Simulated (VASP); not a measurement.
Input of a VASP 6.6.1 run:

INCAR

```
PREC     = Accurate       # precision mode
ENCUT    = 520            # plane-wave cutoff, eV
EDIFF    = 1E-6           # SCF threshold, eV
ISMEAR   = 0              # smearing method
SIGMA    = 0.05           # smearing width, eV
LREAL    = F              # projectors in reciprocal space
LASPH    = T              # aspherical terms in the spheres
NELM     = 100            # most SCF steps
ALGO     = Normal         # electronic algorithm
ISIF     = 2              # what is computed and relaxed
LWAVE    = F              # write WAVECAR
LCHARG   = F              # write CHGCAR
GGA      = PE             # functional
NBANDS   = 11             # bands
```

Contents of KPOINTS:

```
regular mesh
0
Gamma
  12 12 12
```

Contents of POSCAR:

```
SiC
1.0
    0.0000000000      2.2584892267      2.2584892267
    2.2584892267      0.0000000000      2.2584892267
    2.1801949335      2.1801949335      0.0782942932
Si C
1 1
Direct
    0.0000000000      0.0000000000      0.0000000000
    0.7500000000      0.7500000000      0.7500000000
```

Potentials or basis: VASP PAW PBE potentials, release 64 (Si, C).

The run is started by

```sh
$ cat potpaw_PBE.64/Si/POTCAR potpaw_PBE.64/C/POTCAR > POTCAR
$ mpirun -np 1 vasp_std > vasp.out
```

Problem. Estimate the largest force.

Solution. 0.487 eV/Å.

Problem. Estimate the pressure.

Solution. -6.9 GPa.

Problem. What does it give for the band gap on the k mesh?

Solution. 1.21 eV, indirect (least direct gap 4.15 eV).

Forces in eV/Å, atoms in the order of the input:
```
Si  -0.281 -0.281  0.281
C    0.281  0.281 -0.281
```

A k mesh can miss the band edges.
